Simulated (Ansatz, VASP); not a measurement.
## One calculation of MgO, two programs

The input INCAR:

```
PREC = Accurate
ENCUT = 600
EDIFF = 1E-6
ISMEAR = 0
SIGMA = 0.02
LREAL = F
LASPH = T
NELM = 120
ALGO = Normal
ISIF = 2
LWAVE = F
LCHARG = T
GGA = PE
LELF = T
LVHAR = T
NBANDS = 11
GGA_COMPAT = F
```

KPOINTS

```
Automatic mesh
0
Gamma
  12 12 12
```

File POSCAR:

```
MgO
1.0
    0.0000000000      2.1050000000      2.1050000000
    2.1050000000      0.0000000000      2.1050000000
    2.1050000000      2.1050000000      0.0000000000
Mg O
1 1
Direct
    0.0000000000      0.0000000000      0.0000000000
    0.5000000000      0.5000000000      0.5000000000
```

Input for Ansatz:

```yaml
crystal:
  lattice:
    - [0.0, 2.105, 2.105]
    - [2.105, 0.0, 2.105]
    - [2.105, 2.105, 0.0]
  atoms:
    - { symbol: Mg, position: [0.0, 0.0, 0.0] }
    - { symbol: O, position: [0.5, 0.5, 0.5] }
basis:
  ecutwfc: 420
kpoints:
  mp_grid: { grid: [12, 12, 12] }
hamiltonian:
  xc: pbe
  pseudopotentials: { kind: paw }
scf:
  occupations: { method: gaussian, width: 0.02 }
output:
  forces: true
  stress: true
  eigenvalues: true
```

Alike in both runs: task single point; functional PBE; k mesh 12 × 12 × 12; occupations gaussian, width 0.02 eV; no spin polarisation.

|  | VASP | Ansatz |
| --- | --- | --- |
| version | VASP 6.6.1 | Ansatz 0.2.0 |
| potentials or method | VASP PAW PBE potentials, release 64 (Mg, O), cutoff 600 eV | scalar-relativistic, plane waves, PAW |
| valence electrons in the cell | 8 | 16 |

|  | VASP | Ansatz | Ansatz less VASP |
| --- | --- | --- | --- |
| gap on the k mesh at the Fermi level (eV) | 4.74 | 4.76 | +0.015 |
| least direct gap on the mesh (eV) | 4.74 | 4.76 | +0.015 |
| pressure (GPa) | 3.9 | 4.9 | +0.99 |

VASP's potentials hold 8 valence electrons a cell and Ansatz's 16, so a difference there can come from the potentials and not from the codes.
